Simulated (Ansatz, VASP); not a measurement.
BaTe: VASP beside Ansatz

```
Ba Te
1.0
    -2.49480    2.50075    3.53524
     2.49480   -2.50075    3.53524
     2.49480    2.50075   -3.53524
Ba Te
1 1
Cartesian
  0.0000 2.5007 3.2323
  0.0000 2.5007 -0.3014
```

Alike in both runs: functional PBE; k mesh 6 × 6 × 6; occupations gaussian, width 0.2 eV; no spin polarisation.

Ansatz relaxed the structure, and its values are those at the end. VASP's run is a single point on that final structure, the one shown.

```csv
,VASP,Ansatz
version,VASP 6.6.1,Ansatz 0.2.0
potentials or method,"VASP PAW PBE potentials, release 64 (Ba_sv, Te), cutoff 520 eV","scalar-relativistic, plane waves, PAW"
valence electrons in the cell,16,26
```

```tsv
	VASP	Ansatz	Ansatz less VASP
gap on the k mesh at the Fermi level (eV)	1.57	1.65	+0.077
least direct gap on the mesh (eV)	1.96	2.00	+0.049
pressure (GPa)	0.3	0.0	-0.30
```

The functional is the same, so the differences come from potentials, cutoffs and numerics. VASP's potentials hold 16 valence electrons a cell and Ansatz's 26, so a difference there can come from the potentials and not from the codes.

Neither program's run includes spin-orbit coupling.
